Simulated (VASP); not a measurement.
# Zr3S2 (R3) in VASP: single point with PBE

Aim: the single point of Zr3S2 with PBE.

Everything below comes from runs of VASP 6.6.1. Logs are shortened: lines on timing, memory, paths and dates and some standing lists are left out, and cuts for length are marked.

### Step 1. The cell of the first run

The structure is trigonal, space group R3 (No. 146). The conventional cell has a = 5.790 Å, b = 5.790 Å, c = 10.441 Å, α = 90.00°, β = 90.00°, γ = 120.00°. Zr (site symmetry 1) has 4 S at 2.47 to 2.74 Å and 8 Zr at 3.32 to 3.48 Å within 3.5 Å. S (site symmetry 3) has 6 Zr at 2.47 to 2.74 Å and 3 S at 3.35 Å within 3.4 Å. Within 3.4 Å of S (site symmetry 3) lie 6 Zr at 2.60 to 2.61 Å and 3 S at 3.35 Å.

### Step 2. Single point, PBE (atom 4 (S) moved by (+0.000, -0.200) A along [1 1 0] and z)

The input, INCAR:

```
SYSTEM = Zr3S2
PREC = Accurate
ENCUT = 520
EDIFF = 1E-6
ISMEAR = 0
SIGMA = 0.15
LREAL = .FALSE.
LASPH = .TRUE.
NELM = 60
ALGO = Normal
ISIF = 2
LWAVE = .FALSE.
LCHARG = .FALSE.
GGA = PE
NBANDS = 32
```

The input, KPOINTS:

```
regular mesh
0
G
  12 12 12
  0 0 0
```

The input, POSCAR:

```
Zr3S2
1.0
    2.8952118352      1.6715513324      3.4803742106
   -2.8952118352      1.6715513324      3.4803742106
    0.0000000000     -3.3431026648      3.4803742107
Zr S
3 2
Direct
    0.1621066357      0.8378933643      0.5000000000
    0.5000000000      0.1621066357      0.8378933643
    0.8378933643      0.5000000000      0.1621066357
    0.3156215185      0.3156215185      0.3156215185
    0.6652234532      0.6652234532      0.6652234532
```

Potentials or basis: VASP PAW PBE potentials, release 64 (Zr_sv, S).

Command:

```
cat potpaw_PBE.64/Zr_sv/POTCAR potpaw_PBE.64/S/POTCAR > POTCAR
mpirun -np 1 vasp_std > vasp.out
```

OUTCAR:

```text
SYSTEM = Zr3S2
   PREC = Accurate
   ENCUT = 520
   EDIFF = 1E-6
   ISMEAR = 0
   LREAL = .FALSE.
   LASPH = .TRUE.
   NELM = 60
   ISIF = 2
   GGA = PE

 ion  position               nearest neighbor table
   1  0.162  0.838  0.500-   4 2.47   5 2.60   5 2.61   4 2.74   2 3.32   3 3.32   3 3.32   2 3.32
                             3 3.39   2 3.39   2 3.48   3 3.48
   2  0.500  0.162  0.838-   4 2.47   5 2.60   5 2.61   4 2.74   1 3.32   1 3.32   3 3.32   3 3.32
                             3 3.39   1 3.39   3 3.48   1 3.48
   3  0.838  0.500  0.162-   4 2.47   5 2.60   5 2.61   4 2.74   1 3.32   1 3.32   2 3.32   2 3.32
                             2 3.39   1 3.39   2 3.48   1 3.48
   4  0.316  0.316  0.316-   1 2.47   3 2.47   2 2.47   3 2.74   1 2.74   2 2.74
   5  0.665  0.665  0.665-   1 2.60   2 2.60   3 2.60   2 2.61   1 2.61   3 2.61

  LATTYP: Found a trigonal (rhomboedric) cell.
 ALAT       =     4.8259030319
 COS(alpha) =     0.2801640970

  Lattice vectors:

 A1 = (   2.8952118352,   1.6715513324,   3.4803742106)
 A2 = (  -2.8952118352,   1.6715513324,   3.4803742106)
 A3 = (   0.0000000000,  -3.3431026648,   3.4803742107)

Analysis of symmetry for initial positions (statically):
=====================================================================
 Subroutine PRICEL returns:
 Original cell was already a primitive cell.

 Routine SETGRP: Setting up the symmetry group for a
 trigonal (rhombohedral) supercell.

 Subroutine GETGRP returns: Found  3 space group operations
 (whereof  3 operations were pure point group operations)
 out of a pool of 12 trial point group operations.

The static configuration has the point symmetry C_3 .

Analysis of symmetry for dynamics (positions and initial velocities):
=====================================================================
 Subroutine PRICEL returns:
 Original cell was already a primitive cell.

 Routine SETGRP: Setting up the symmetry group for a
 trigonal (rhombohedral) supercell.

 Subroutine GETGRP returns: Found  3 space group operations
 (whereof  3 operations were pure point group operations)
 out of a pool of 12 trial point group operations.

The dynamic configuration has the point symmetry C_3 .

 Subroutine INISYM returns: Found  3 space group operations
 (whereof  3 operations are pure point group operations),
 and found     1 'primitive' translations

----------------------------------------------------------------------------------------

[... 100 lines left out ...]
   EDIFFG = 0.1E-04   stopping-criterion for IOM
   NSW    =      0    number of steps for IOM
   IBRION =     -1    ionic relax: 0-MD 1-quasi-New 2-CG
   NFREE  =      0    steps in history (QN), initial steepest desc. (CG)
   ISIF   =      2    stress and relaxation
   ISYM   =      2    0-nonsym 1-usesym 2-fastsym
   POTIM  = 0.5000    time-step for ionic-motion
   TEBEG  =    0.0;   TEEND  =   0.0 temperature during run
   PSTRESS=    0.0 pullay stress
   NELECT =      48.0000    total number of electrons
   NUPDOWN=      -1.0000    fix difference up-down
   EMIN   =  10.00;   EMAX   =-10.00  energy-range for DOS
   EFERMI =   0.00;   METHOD = LEGACY
   ISMEAR =     0;   SIGMA  =   0.15  broadening in eV -4-tet -1-fermi 0-gaus
   EFERMI_NEDOS =   21; number of points for ismear=-14 and -15
   IALGO  =     38    algorithm
   IMIX   =      4    mixing-type and parameters
     AMIX     =   0.40;   BMIX     =  1.00
     AMIX_MAG =   1.60;   BMIX_MAG =  1.00
  volume/ion in A,a.u.               =      20.21       136.40
  Fermi-wavevector in a.u.,A,eV,Ry     =   1.277310  2.413765 22.198173  1.631520
  Thomas-Fermi vector in A             =   2.409916
   LORBIT       =      0    0 simple, 1 ext, 2 COOP (PROOUT), +10 PAW based schemes
   GGA     = PE    functional components
   LHFCALC =     F    Hartree Fock is set to
   AEXX    =    0.0000 exact exchange contribution
   IVDW    =     0    specifies the selected vdW correction
   LEPSILON=     F    determine dielectric tensor
   LRPA    =     F    only Hartree local field effects (RPA)
 non-spin polarized calculation
 Gauss-broadening in eV      SIGMA  =   0.15
  energy-cutoff  :      520.00
  volume of cell :      101.06
 maximum number of plane-waves:      2744
   NGX = 17   NGY = 17   NGZ = 17

 number of electron      48.0000000 magnetization

 Free energy of the ion-electron system (eV)
  ---------------------------------------------------
  ext. energy  EPLUGINS =         0.00000000
  ---------------------------------------------------
  free energy    TOTEN  =       -39.02453219 eV

  energy without entropy =      -38.99793659  energy(sigma->0) =      -39.01123439

 E-fermi :   8.9120     XC(G=0): -10.9339

 val. band max:        8.9077918541   @ k =  -0.3333  -0.1667  -0.2500
 cond. band min:       8.9131990374   @ k =  -0.4167   0.1667   0.0833
 fundamental gap:      0.0054071833
 Fermi energy:         8.9120368293

 k-point     1 :       0.0000    0.0000    0.0000
  band No.  band energies     occupation
      1     -40.1262      2.00000
      2     -40.0449      2.00000
      3     -40.0449      2.00000
      4     -18.3426      2.00000
      5     -18.2982      2.00000
      6     -18.2982      2.00000
[... 829 lines left out ...]
     31      12.2247      0.00000
     32      12.6426      0.00000

 [... further k-points ...]

------------------------ aborting loop because EDIFF is reached ----------------------------------------

  FORCE on cell =-STRESS in cart. coord.  units (eV):
  Direction    XX          YY          ZZ          XY          YZ          ZX
  --------------------------------------------------------------------------------------
  -------------------------------------------------------------------------------------
  Total        0.8742596      0.8742596      0.7631800     -0.0000001     -0.0000000      0.0000000
  in kB       13.8603353     13.8603353     12.0993015     -0.0000017     -0.0000000      0.0000000
  external PRESSURE =      13.2733240 kB  Pullay stress =       0.0000000 kB

 VOLUME and BASIS-vectors are now :
 -----------------------------------------------------------------------------
  energy-cutoff  :      520.00
  volume of cell :      101.06
      direct lattice vectors                 reciprocal lattice vectors
     2.895211835  1.671551332  3.480374211     0.172698935  0.099707777  0.095775142
    -2.895211835  1.671551332  3.480374211    -0.172698935  0.099707777  0.095775142
     0.000000000 -3.343102665  3.480374211     0.000000000 -0.199415553  0.095775142

 POSITION                                       TOTAL-FORCE (eV/Angst)
 -----------------------------------------------------------------------------------
     -1.95655      0.00000      5.22056         0.457506     -0.513336     -0.753924
      0.97827     -1.69442      5.22056         0.215809      0.652880     -0.753924
      0.97827      1.69442      5.22056        -0.673315     -0.139544     -0.753924
      0.00000      0.00000      3.29544         0.000000      0.000000      2.248627
      0.00000      0.00000      6.94568         0.000000      0.000000      0.013144
 -----------------------------------------------------------------------------------
    total drift:                               -0.000000      0.000000     -0.000056

  FREE ENERGIE OF THE ION-ELECTRON SYSTEM (eV)
  ---------------------------------------------------
  free  energy   TOTEN  =       -39.0245321916 eV

  energy  without entropy=      -38.9979365899  energy(sigma->0) =      -39.01123439
```

OSZICAR:

```text
N       E                     dE             d eps       ncg     rms          rms(c)
DAV:   1     0.446640909599E+03    0.44664E+03   -0.24870E+04 18848   0.146E+03
DAV:   2    -0.415098127615E+01   -0.45079E+03   -0.43451E+03 22208   0.410E+02
DAV:   3    -0.381735279302E+02   -0.34023E+02   -0.33227E+02 29768   0.899E+01
DAV:   4    -0.409067847337E+02   -0.27333E+01   -0.27208E+01 28248   0.224E+01
DAV:   5    -0.410091869018E+02   -0.10240E+00   -0.10238E+00 27088   0.417E+00    0.239E+01
DAV:   6    -0.390957110576E+02    0.19135E+01   -0.56340E+00 22584   0.115E+01    0.108E+01
DAV:   7    -0.390321641432E+02    0.63547E-01   -0.13218E+00 31056   0.495E+00    0.368E+00
DAV:   8    -0.390285346321E+02    0.36295E-02   -0.24121E-01 22416   0.215E+00    0.716E-01
DAV:   9    -0.390241550923E+02    0.43795E-02   -0.40698E-02 23520   0.868E-01    0.329E-01
DAV:  10    -0.390245498644E+02   -0.39477E-03   -0.47696E-03 29000   0.472E-01    0.439E-02
DAV:  11    -0.390245424976E+02    0.73667E-05   -0.18723E-04 24448   0.710E-02    0.569E-02
DAV:  12    -0.390245339531E+02    0.85445E-05   -0.20996E-05 25560   0.287E-02    0.119E-02
DAV:  13    -0.390245323677E+02    0.15854E-05   -0.46222E-06 22224   0.114E-02    0.289E-03
DAV:  14    -0.390245321916E+02    0.17604E-06   -0.37522E-07 15944   0.344E-03
   1 F= -.39024532E+02 E0= -.39011234E+02  d E =-.265956E-01
```

stdout:

```text
POSCAR found type information on POSCAR ZrS
 POSCAR found :  2 types and       5 ions
 scaLAPACK will be used
 LDA part: xc-table for (Slater+PW92), standard interpolation
 POSCAR, INCAR and KPOINTS ok, starting setup
 FFT: planning ... GRIDC
 FFT: planning ... GRID_SOFT
 FFT: planning ... GRID
 WAVECAR not read
 entering main loop
```

Wall time 13 min (1 thread of Intel Xeon 8259CL, shared host); peak memory 0.76 GiB.

What came out:

| Item | Value |
| --- | --- |
| Free energy | -39.0245 eV |
| Pressure | 1.3 GPa |
| Largest force | 2.249 eV/Å |
| Band gap on the k mesh | zero (bands 24 and 25 overlap by 0.40 eV) |

Forces in eV/Å, atoms in the order of the input:
```
Zr   0.458 -0.513 -0.754
Zr   0.216  0.653 -0.754
Zr  -0.673 -0.140 -0.754
S    0.000  0.000  2.249
S    0.000  0.000  0.013
```

Caveat: the cell differs from its parent crystal (atom 4 (S) moved by (+0.000, -0.200) A along [1 1 0] and z); forces of over 1 eV/Å act on the atoms, so gaps and moduli don't describe the material at rest.
